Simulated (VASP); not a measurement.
SrCl2: single point with r2SCAN

SrCl2:

```xyz
3
Lattice="0.0000 3.4977 3.4977 3.4977 0.0000 3.4977 3.4977 3.4977 0.0000" Properties=species:S:1:pos:R:3 pbc="T T T"
Sr    0.0000    0.0000    0.0000
Cl    1.7489    1.7489    1.7489
Cl    5.2466    5.2466    5.2466
```

```json
{
  "Program": "VASP 6.6.1",
  "Task": "single point",
  "Functional": "r2SCAN",
  "Potentials or basis": "VASP PAW PBE potentials, release 64 (Sr_sv, Cl)",
  "Cutoff": "550 eV",
  "k mesh": "4 × 4 × 4",
  "Occupations": "gaussian, width 0.05 eV",
  "Spin": "no spin polarisation"
}
```

* Pressure: 0.0 GPa
* Band gap on the k mesh: 5.94 eV (least direct gap 5.99 eV)

Levels at points of the mesh, in eV from the valence-band top:
```tsv
k point	band 10	band 11	band 12	band 13	band 14	band 15
(0.00, 0.00, 0.00)	-0.35	-0.34	-0.34	5.94	6.69	6.69
(0.50, 0.00, 0.00)	-1.33	-1.06	-1.06	7.29	7.29	8.22
(0.50, 0.50, 0.00)	-0.39	-0.39	0.00	5.99	7.77	8.20
```

It took 61 s on 1 thread of AMD EPYC 7R13 Processor (Zen 3) (shared host), peak memory 0.22 GiB.

Caveat: the PAW data sets were made with another functional, which shifts forces and pressure a little. A k mesh can miss the band edges.
